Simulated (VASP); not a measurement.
Input of a VASP 6.6.1 run:

File POSCAR:

```
Ru
1.0
    2.7059477279      0.0000000000      0.0000000000
   -1.3529738639      2.3434194737      0.0000000000
    0.0000000000      0.0000000000      4.2579056513
Ru
2
Direct
    0.3333333333      0.6666666667      0.2500000000
    0.6666666667      0.3333333333      0.7500000000
```

File INCAR.step1:

```
PREC = Accurate
ENCUT = 520
ISMEAR = 1
SIGMA = 0.2
LREAL = False
LASPH = True
NELM = 100
NBANDS = 21
GGA = PE
ALGO = Normal
EDIFF = 1E-4
LWAVE = True
LCHARG = False
```

The input INCAR.step2:

```
PREC = Accurate
ENCUT = 520
EDIFF = 1E-6
ISMEAR = 1
SIGMA = 0.2
LREAL = False
LASPH = True
NELM = 100
ALGO = Normal
ISIF = 2
LWAVE = False
LCHARG = False
METAGGA = R2SCAN
LMIXTAU = True
NBANDS = 21
ISTART = 1
```

The input KPOINTS:

```
Automatic mesh
0
Gamma
  13 13 8
```

Potentials or basis: VASP PAW PBE potentials, release 64 (Ru_pv).

Launch:

```bash
$ cat potpaw_PBE.64/Ru_pv/POTCAR > POTCAR
$ cp INCAR.step1 INCAR
$ mpirun -np 1 vasp_std > vasp.out
$ cp INCAR.step2 INCAR
$ mpirun -np 1 vasp_std > vasp.out
```

Problem. What does it give for the pressure?

Solution. 1.3 GPa.

Problem. Estimate the band gap on the k mesh.

Solution. Zero (band 14 reaches 14.43 eV, above the bottom of band 15 at 11.17 eV).

Stress tensor (GPa, compression positive):
```
1.45 0.00 0.00
0.00 1.45 0.00
0.00 0.00 0.99
```

Caveat: the PAW data sets were made with another functional, which shifts forces and pressure a little.
